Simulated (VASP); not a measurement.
# BaCd3Se4 (R-3m) in VASP: notebook

Runs on BaCd3Se4. Level: PBE. Tasks: single point.

Everything below comes from runs of VASP 6.6.1. Logs are shortened: lines on timing, memory, paths and dates and some standing lists are left out, and cuts for length are marked.

**1. The cell of the first run**

The structure is trigonal, space group R-3m (No. 166). Conventional cell: a = 5.945 Å, b = 5.945 Å, c = 20.082 Å, α = 90.00°, β = 90.00°, γ = 120.00°. Within 4.6 Å of Ba (site symmetry -3m) lie 12 Se at 3.49 to 3.88 Å and 6 Cd at 3.76 Å. Cd (site symmetry 2/m) has 4 Cd at 2.97 Å and 6 Se at 3.23 to 3.35 Å and 2 Ba at 3.76 Å within 3.9 Å. Within 3.2 Å of Se (site symmetry 3m) lie 2 Se at 2.42 to 3.08 Å. Within 3.2 Å of Se (site symmetry 3m) lie 1 Se at 2.42 Å.

**2. Single point, PBE**

The input, INCAR:

```
SYSTEM = BaCd3Se4
PREC = Accurate
ENCUT = 520
EDIFF = 1E-6
ISMEAR = 0
SIGMA = 0.15
LREAL = .FALSE.
LASPH = .TRUE.
NELM = 80
ALGO = Normal
ISIF = 2
LWAVE = .FALSE.
LCHARG = .FALSE.
GGA = PE
NBANDS = 45
```

The input, KPOINTS:

```
regular mesh
0
G
  2 2 2
  0 0 0
```

The input, POSCAR:

```
BaCd3Se4
1.0
    2.9725750849      1.7162170238      6.6940998919
   -2.9725750849      1.7162170238      6.6940998919
    0.0000000000     -3.4324340527      6.6940998906
Ba Cd Se
1 3 4
Direct
    0.5000000000      0.5000000000      0.5000000000
    0.5000000000      0.5000000000      0.0000000000
    0.0000000000      0.5000000000      0.5000000000
    0.5000000000      0.0000000000      0.5000000000
    0.9232446900      0.9232446900      0.9232446900
    0.0767553100      0.0767553100      0.0767553100
    0.1971338245      0.1971338245      0.1971338245
    0.8028661755      0.8028661755      0.8028661755
```

Potentials or basis: VASP PAW PBE potentials, release 64 (Ba_sv, Cd, Se).

The run is started by

```
$ cat potpaw_PBE.64/Ba_sv/POTCAR potpaw_PBE.64/Cd/POTCAR potpaw_PBE.64/Se/POTCAR > POTCAR
$ mpirun -np 1 vasp_std > vasp.out
```

OUTCAR:

```text
SYSTEM = BaCd3Se4
   PREC = Accurate
   ENCUT = 520
   EDIFF = 1E-6
   ISMEAR = 0
   LREAL = .FALSE.
   LASPH = .TRUE.
   NELM = 80
   ISIF = 2
   GGA = PE

 ion  position               nearest neighbor table
   1  0.500  0.500  0.500-   7 3.49   7 3.49   8 3.49   8 3.49   7 3.49   8 3.49   4 3.76   4 3.76
                             3 3.76   3 3.76   2 3.76   2 3.76
   2  0.500  0.500  0.000-   3 2.97   4 2.97   4 2.97   3 2.97   7 3.23   8 3.23   1 3.76   1 3.76

   3  0.000  0.500  0.500-   4 2.97   4 2.97   2 2.97   2 2.97   7 3.23   8 3.23   1 3.76   1 3.76

   4  0.500  0.000  0.500-   3 2.97   3 2.97   2 2.97   2 2.97   7 3.23   8 3.23   1 3.76   1 3.76

   5  0.923  0.923  0.923-   8 2.42
   6  0.077  0.077  0.077-   7 2.42
   7  0.197  0.197  0.197-   6 2.42   4 3.23   3 3.23   2 3.23   1 3.49   1 3.49   1 3.49
   8  0.803  0.803  0.803-   5 2.42   4 3.23   3 3.23   2 3.23   1 3.49   1 3.49   1 3.49

  LATTYP: Found a trigonal (rhomboedric) cell.
 ALAT       =     7.5228037905
 COS(alpha) =     0.6877257363

  Lattice vectors:

 A1 = (   2.9725750849,   1.7162170238,   6.6940998919)
 A2 = (  -2.9725750849,   1.7162170238,   6.6940998919)
 A3 = (   0.0000000000,  -3.4324340527,   6.6940998906)

Analysis of symmetry for initial positions (statically):
=====================================================================
 Subroutine PRICEL returns:
 Original cell was already a primitive cell.

 Routine SETGRP: Setting up the symmetry group for a
 trigonal (rhombohedral) supercell.

 Subroutine GETGRP returns: Found 12 space group operations
 (whereof 12 operations were pure point group operations)
 out of a pool of 12 trial point group operations.

The static configuration has the point symmetry D_3d.

Analysis of symmetry for dynamics (positions and initial velocities):
=====================================================================
 Subroutine PRICEL returns:
 Original cell was already a primitive cell.

 Routine SETGRP: Setting up the symmetry group for a
 trigonal (rhombohedral) supercell.

 Subroutine GETGRP returns: Found 12 space group operations
 (whereof 12 operations were pure point group operations)
 out of a pool of 12 trial point group operations.

The dynamic configuration has the point symmetry D_3d.

 Subroutine INISYM returns: Found 12 space group operations
 (whereof 12 operations are pure point group operations),
 and found     1 'primitive' translations

----------------------------------------------------------------------------------------

                                     Primitive cell

  volume of cell :     204.9031

  direct lattice vectors                    reciprocal lattice vectors
     2.972575085  1.716217024  6.694099892     0.168204330  0.097112815  0.049795094
    -2.972575085  1.716217024  6.694099892    -0.168204330  0.097112815  0.049795094
     0.000000000 -3.432434053  6.694099891     0.000000000 -0.194225630  0.049795094

  length of vectors
     7.522803791  7.522803791  7.522803791     0.200507224  0.200507224  0.200507224

  position of ions in fractional coordinates (direct lattice)
     0.500000000  0.500000000  0.500000000
     0.500000000  0.500000000  0.000000000
     0.000000000  0.500000000  0.500000000
     0.500000000  0.000000000  0.500000000
     0.923244690  0.923244690  0.923244690
     0.076755310  0.076755310  0.076755310
     0.197133824  0.197133824  0.197133824
     0.802866176  0.802866176  0.802866176

  ion indices of the primitive-cell ions
   primitive index   ion index
                 1           1
                 2           2
                 3           3
                 4           4
                 5           5
                 6           6
                 7           7
                 8           8

----------------------------------------------------------------------------------------

 KPOINTS: regular mesh

Automatic generation of k-mesh.
 Grid dimensions read from file:
 generate k-points for:    2    2    2

 Generating k-lattice:

  Cartesian coordinates                     Fractional coordinates (reciprocal lattice)
     0.084102165  0.048556408  0.024897547     0.500000000  0.000000000  0.000000000
    -0.084102165  0.048556408  0.024897547     0.000000000  0.500000000  0.000000000
     0.000000000 -0.097112815  0.024897547     0.000000000  0.000000000  0.500000000

  Length of vectors
     0.100253612  0.100253612  0.100253612

  Shift w.r.t. Gamma in fractional coordinates (k-lattice)
     0.000000000  0.000000000  0.000000000

 Subroutine IBZKPT returns following result:
 ===========================================

 Found      4 irreducible k-points:

 Following reciprocal coordinates:
            Coordinates               Weight
  0.000000  0.000000  0.000000      1.000000
  0.500000  0.000000  0.000000      3.000000
  0.500000  0.500000  0.000000      3.000000
  0.500000  0.500000  0.500000      1.000000
   k-points           NKPTS =      4   k-points in BZ     NKDIM =      4   number of bands    NBANDS=     45
   number of dos      NEDOS =    301   number of ions     NIONS =      8
   total plane-waves  NPLWV = 175616
   dimension x,y,z NGX =    56 NGY =   56 NGZ =   56
   dimension x,y,z NGXF=   112 NGYF=  112 NGZF=  112
   ions per type =               1   3   4
   NGX,Y,Z   is equivalent  to a cutoff of  12.38, 12.38, 12.38 a.u.
   NGXF,Y,Z  is equivalent  to a cutoff of  24.75, 24.75, 24.75 a.u.
 SYSTEM =  BaCd3Se4
   PREC   = accura    normal or accurate (medium, high low for compatibility)
   ISTART =      0    job   : 0-new  1-cont  2-samecut
   ICHARG =      2    charge: 1-file 2-atom 10-const
   ISPIN  =      1    spin polarized calculation?
   LNONCOLLINEAR =      F non collinear calculations
   LSORBIT =      F    spin-orbit coupling
   LASPH  =      T    aspherical Exc in radial PAW
   ENCUT  =  520.0 eV  38.22 Ry    6.18 a.u.  13.99 13.99 13.99*2*pi/ulx,y,z
   NELM   =     80;   NELMIN=  2; NELMDL= -5     # of ELM steps
   EDIFF  = 0.1E-05   stopping-criterion for ELM
   LREAL  =      F    real-space projection
   EDIFFG = 0.1E-04   stopping-criterion for IOM
   NSW    =      0    number of steps for IOM
   IBRION =     -1    ionic relax: 0-MD 1-quasi-New 2-CG
   NFREE  =      0    steps in history (QN), initial steepest desc. (CG)
   ISIF   =      2    stress and relaxation
   ISYM   =      2    0-nonsym 1-usesym 2-fastsym
   POTIM  = 0.5000    time-step for ionic-motion
   TEBEG  =    0.0;   TEEND  =   0.0 temperature during run
   PSTRESS=    0.0 pullay stress
   NELECT =      70.0000    total number of electrons
   NUPDOWN=      -1.0000    fix difference up-down
   EMIN   =  10.00;   EMAX   =-10.00  energy-range for DOS
   EFERMI =   0.00;   METHOD = LEGACY
   ISMEAR =     0;   SIGMA  =   0.15  broadening in eV -4-tet -1-fermi 0-gaus
   EFERMI_NEDOS =   21; number of points for ismear=-14 and -15
   IALGO  =     38    algorithm
   IMIX   =      4    mixing-type and parameters
     AMIX     =   0.40;   BMIX     =  1.00
     AMIX_MAG =   1.60;   BMIX_MAG =  1.00
  volume/ion in A,a.u.               =      25.61       172.84
  Fermi-wavevector in a.u.,A,eV,Ry     =   1.144436  2.162670 17.819997  1.309733
  Thomas-Fermi vector in A             =   2.281128
   LORBIT       =      0    0 simple, 1 ext, 2 COOP (PROOUT), +10 PAW based schemes
   GGA     = PE    functional components
   LHFCALC =     F    Hartree Fock is set to
   AEXX    =    0.0000 exact exchange contribution
   IVDW    =     0    specifies the selected vdW correction
   LEPSILON=     F    determine dielectric tensor
   LRPA    =     F    only Hartree local field effects (RPA)
 non-spin polarized calculation
 Gauss-broadening in eV      SIGMA  =   0.15
  energy-cutoff  :      520.00
  volume of cell :      204.90
 maximum number of plane-waves:      5528
 NGX is ok and might be reduce to    56

 number of electron      70.0000000 magnetization

 Free energy of the ion-electron system (eV)
  ---------------------------------------------------
  ext. energy  EPLUGINS =         0.00000000
  ---------------------------------------------------
  free energy    TOTEN  =       -21.67850734 eV

  energy without entropy =      -21.67832418  energy(sigma->0) =      -21.67841576

 E-fermi :   3.3991     XC(G=0):  -9.8401

 val. band max:        3.0363497978   @ k =   0.5000   0.0000   0.0000
 cond. band min:       3.7618784339   @ k =   0.5000   0.0000   0.0000
 fundamental gap:      0.7255286360
 Fermi energy:         3.3991078116

 k-point     1 :       0.0000    0.0000    0.0000
  band No.  band energies     occupation
      1     -24.6527      2.00000
      2     -11.2815      2.00000
      3     -10.2744      2.00000
      4     -10.0045      2.00000
      5      -9.8529      2.00000
      6      -9.8529      2.00000
[... 37 lines left out ...]
     44       7.8568      0.00000
     45       7.8568      0.00000

 k-point     2 :       0.5000    0.0000    0.0000
  band No.  band energies     occupation
      1     -24.6512      2.00000
      2     -11.2572      2.00000
      3     -10.5708      2.00000
      4      -9.9841      2.00000
      5      -9.8710      2.00000
      6      -9.6348      2.00000
[... 37 lines left out ...]
     44       7.4047      0.00000
     45       7.8493      0.00000

 k-point     3 :       0.5000    0.5000    0.0000
  band No.  band energies     occupation
      1     -24.6512      2.00000
      2     -11.1189      2.00000
      3     -10.7929      2.00000
      4      -9.9923      2.00000
      5      -9.8750      2.00000
      6      -9.5054      2.00000
[... 37 lines left out ...]
     44       7.7595      0.00000
     45       7.8649      0.00000

 k-point     4 :       0.5000    0.5000    0.5000
  band No.  band energies     occupation
      1     -24.6525      2.00000
      2     -11.0662      2.00000
      3     -10.5984      2.00000
      4     -10.0402      2.00000
      5      -9.8573      2.00000
      6      -9.8573      2.00000
[... 37 lines left out ...]
     44       7.1249      0.00000
     45       7.8618      0.00000

------------------------ aborting loop because EDIFF is reached ----------------------------------------

  FORCE on cell =-STRESS in cart. coord.  units (eV):
  Direction    XX          YY          ZZ          XY          YZ          ZX
  --------------------------------------------------------------------------------------
  -------------------------------------------------------------------------------------
  Total        0.4386882      0.4386882      0.4638372      0.0000000     -0.0000000      0.0000000
  in kB        3.4301890      3.4301890      3.6268340      0.0000000     -0.0000000      0.0000000
  external PRESSURE =       3.4957373 kB  Pullay stress =       0.0000000 kB

 VOLUME and BASIS-vectors are now :
 -----------------------------------------------------------------------------
  energy-cutoff  :      520.00
  volume of cell :      204.90
      direct lattice vectors                 reciprocal lattice vectors
     2.972575085  1.716217024  6.694099892     0.168204330  0.097112815  0.049795094
    -2.972575085  1.716217024  6.694099892    -0.168204330  0.097112815  0.049795094
     0.000000000 -3.432434053  6.694099891     0.000000000 -0.194225630  0.049795094

 POSITION                                       TOTAL-FORCE (eV/Angst)
 -----------------------------------------------------------------------------------
      0.00000     -0.00000     10.04115         0.000000      0.000000      0.000000
      0.00000      1.71622      6.69410        -0.000000      0.000000      0.000000
     -1.48629     -0.85811      6.69410         0.000000      0.000000      0.000000
      1.48629     -0.85811      6.69410        -0.000000      0.000000      0.000000
      0.00000     -0.00000     18.54088        -0.000000     -0.000000      0.039884
      0.00000     -0.00000      1.54142        -0.000000      0.000000     -0.039884
      0.00000     -0.00000      3.95890        -0.000000     -0.000000      0.040341
      0.00000     -0.00000     16.12340        -0.000000      0.000000     -0.040341
 -----------------------------------------------------------------------------------
    total drift:                                0.000000     -0.000000      0.000000

  FREE ENERGIE OF THE ION-ELECTRON SYSTEM (eV)
  ---------------------------------------------------
  free  energy   TOTEN  =       -21.6785073411 eV

  energy  without entropy=      -21.6783241811  energy(sigma->0) =      -21.67841576
```

Wall time 96 s (1 thread of AMD EPYC 7R43 (Zen 3), shared host); peak memory 0.39 GiB.

Results:

| Quantity | Value |
| --- | --- |
| Free energy | -21.6785 eV |
| Pressure | 0.3 GPa |
| Largest force | 0.040 eV/Å |
| Band gap on the k mesh | 0.73 eV, direct |

Forces on the atoms (eV/Å):
```
Ba   0.000  0.000  0.000
Cd   0.000  0.000  0.000
Cd   0.000  0.000  0.000
Cd   0.000  0.000  0.000
Se   0.000  0.000  0.040
Se   0.000  0.000 -0.040
Se   0.000  0.000  0.040
Se   0.000  0.000 -0.040
```

Caveat: the k points lie up to 0.63 Å⁻¹ apart; spin-orbit coupling is left out, which moves the levels of the heavy elements.

**3. Single point, PBE**

This run uses another cell than the first one, of the same volume but with other edges.

The input, INCAR:

```
SYSTEM = BaCd3Se4
ALGO = Normal ; EDIFF = 1E-6
ENCUT = 520 ; GGA = PE
ISIF = 2 ; ISMEAR = 0
LASPH = .TRUE. ; LCHARG = .FALSE.
LREAL = .FALSE. ; LWAVE = .FALSE.
NBANDS = 45 ; NELM = 60
PREC = Accurate ; SIGMA = 0.15
```

The input, KPOINTS:

```
k-points
0
G
  2 2 2
  0 0 0
```

The input, POSCAR:

```
BaCd3Se4
1.0
    3.1897770205      1.8416186214      5.8160458299
   -3.1897770205      1.8416186214      5.8160458299
    0.0000000000     -3.6832372428      5.8160458299
Ba Cd Se
1 3 4
Direct
    0.5000000000      0.5000000000      0.5000000000
    0.0000000000      0.0000000000      0.5000000000
    0.5000000000      0.0000000000      0.0000000000
    0.0000000000      0.5000000000      0.0000000000
    0.5000000000      0.5000000000      0.0000000000
    0.0000000000      0.5000000000      0.5000000000
    0.5000000000      0.0000000000      0.5000000000
    0.0000000000      0.0000000000      0.0000000000
```

Potentials or basis: VASP PAW PBE potentials, release 64 (Ba_sv, Cd, Se).

The run is started by

```
$ cat potpaw_PBE.64/Ba_sv/POTCAR potpaw_PBE.64/Cd/POTCAR potpaw_PBE.64/Se/POTCAR > POTCAR
$ mpirun -np 1 vasp_std > vasp.out
```

OUTCAR:

```text
SYSTEM = BaCd3Se4
   EDIFF = 1E-6
   ENCUT = 520
   GGA = PE
   ISIF = 2
   ISMEAR = 0
   LASPH = .TRUE.
   LREAL = .FALSE.
   NELM = 60
   PREC = Accurate

 ion  position               nearest neighbor table
   1  0.500  0.500  0.500-   3 3.19   4 3.19   3 3.19   4 3.19   2 3.19   2 3.19   5 3.44   5 3.44
                             7 3.44   7 3.44   6 3.44   6 3.44
   2  0.000  0.000  0.500-   3 3.19   4 3.19   4 3.19   3 3.19   1 3.19   1 3.19
   3  0.500  0.000  0.000-   1 3.19   2 3.19   1 3.19   2 3.19   4 3.19   4 3.19
   4  0.000  0.500  0.000-   1 3.19   2 3.19   2 3.19   1 3.19   3 3.19   3 3.19
   5  0.500  0.500  0.000-   1 3.44   1 3.44
   6  0.000  0.500  0.500-   1 3.44   1 3.44
   7  0.500  0.000  0.500-   1 3.44   1 3.44
   8  0.000  0.000  0.000-

  LATTYP: Found a trigonal (rhomboedric) cell.
 ALAT       =     6.8842302171
 COS(alpha) =     0.5706219145

  Lattice vectors:

 A1 = (   3.1897770205,   1.8416186214,   5.8160458299)
 A2 = (  -3.1897770205,   1.8416186214,   5.8160458299)
 A3 = (   0.0000000000,  -3.6832372428,   5.8160458299)
[... 171 lines left out ...]
 fundamental gap:      0.1077715864
 Fermi energy:         3.0651631785

 k-point     1 :       0.0000    0.0000    0.0000
  band No.  band energies     occupation
      1     -24.6971      2.00000
      2     -11.0225      2.00000
      3     -10.2101      2.00000
      4     -10.2101      2.00000
      5      -9.9669      2.00000
      6      -9.1570      2.00000
[... 181 lines left out ...]
     44       6.4882      0.00000
     45       8.4457      0.00000

------------------------ aborting loop because EDIFF is reached ----------------------------------------

  FORCE on cell =-STRESS in cart. coord.  units (eV):
  Direction    XX          YY          ZZ          XY          YZ          ZX
  --------------------------------------------------------------------------------------
  -------------------------------------------------------------------------------------
  Total       -0.2776981     -0.2776981      0.1976171      0.0000000      0.0000000      0.0000000
  in kB       -2.1704228     -2.1704228      1.5445287      0.0000000      0.0000000      0.0000000
  external PRESSURE =      -0.9321056 kB  Pullay stress =       0.0000000 kB

 VOLUME and BASIS-vectors are now :
 -----------------------------------------------------------------------------
  energy-cutoff  :      520.00
  volume of cell :      204.99
      direct lattice vectors                 reciprocal lattice vectors
     3.189777020  1.841618621  5.816045830     0.156750769  0.090500099  0.057312707
    -3.189777020  1.841618621  5.816045830    -0.156750769  0.090500099  0.057312707
     0.000000000 -3.683237243  5.816045830     0.000000000 -0.181000197  0.057312707

 POSITION                                       TOTAL-FORCE (eV/Angst)
 -----------------------------------------------------------------------------------
      0.00000      0.00000      8.72407         0.000000      0.000000     -0.000000
      0.00000     -1.84162      2.90802         0.000000      0.000000     -0.000000
      1.59489      0.92081      2.90802        -0.000000      0.000000     -0.000000
     -1.59489      0.92081      2.90802        -0.000000     -0.000000      0.000000
      0.00000      1.84162      5.81605        -0.000000     -0.000000      0.000000
     -1.59489     -0.92081      5.81605         0.000000      0.000000      0.000000
      1.59489     -0.92081      5.81605         0.000000     -0.000000     -0.000000
      0.00000      0.00000      0.00000         0.000000     -0.000000     -0.000000
 -----------------------------------------------------------------------------------
    total drift:                                0.000000     -0.000000     -0.000000

  FREE ENERGIE OF THE ION-ELECTRON SYSTEM (eV)
  ---------------------------------------------------
  free  energy   TOTEN  =       -18.4420082071 eV

  energy  without entropy=      -18.3354175531  energy(sigma->0) =      -18.38871288
```

OSZICAR:

```text
N       E                     dE             d eps       ncg     rms          rms(c)
DAV:   1     0.485081694062E+03    0.48508E+03   -0.32722E+04   360   0.142E+03
DAV:   2     0.119165150733E+02   -0.47317E+03   -0.45816E+03   449   0.331E+02
DAV:   3    -0.187337393788E+02   -0.30650E+02   -0.30173E+02   432   0.826E+01
DAV:   4    -0.192405008630E+02   -0.50676E+00   -0.50420E+00   499   0.880E+00
DAV:   5    -0.192474328171E+02   -0.69320E-02   -0.69291E-02   432   0.751E-01    0.747E+00
DAV:   6    -0.186195951177E+02    0.62784E+00   -0.27918E+00   401   0.781E+00    0.604E+00
DAV:   7    -0.184689556637E+02    0.15064E+00   -0.32089E-01   446   0.248E+00    0.349E+00
DAV:   8    -0.184469519684E+02    0.22004E-01   -0.17481E-01   414   0.164E+00    0.599E-01
DAV:   9    -0.184503899430E+02   -0.34380E-02   -0.56622E-02   396   0.938E-01    0.524E-01
DAV:  10    -0.184418924423E+02    0.84975E-02   -0.12263E-02   383   0.405E-01    0.162E-01
DAV:  11    -0.184421816223E+02   -0.28918E-03   -0.11325E-03   411   0.162E-01    0.940E-02
DAV:  12    -0.184420329010E+02    0.14872E-03   -0.60231E-04   414   0.814E-02    0.309E-02
DAV:  13    -0.184420145292E+02    0.18372E-04   -0.11183E-04   409   0.391E-02    0.153E-02
DAV:  14    -0.184420087782E+02    0.57510E-05   -0.21428E-05   392   0.186E-02    0.470E-03
DAV:  15    -0.184420082071E+02    0.57114E-06   -0.28080E-06   363   0.705E-03
   1 F= -.18442008E+02 E0= -.18388713E+02  d E =-.106591E+00
```

Wall time 98 s (1 thread of AMD EPYC 7R43 (Zen 3), shared host); peak memory 0.36 GiB.

What came out:

- Free energy: -18.4420 eV
- Pressure: -0.1 GPa
- Band gap on the k mesh: zero (band 35 reaches 3.19 eV, above the bottom of band 36 at 2.98 eV)

Caveat: the k points lie up to 0.60 Å⁻¹ apart; spin-orbit coupling is left out, which moves the levels of the heavy elements.
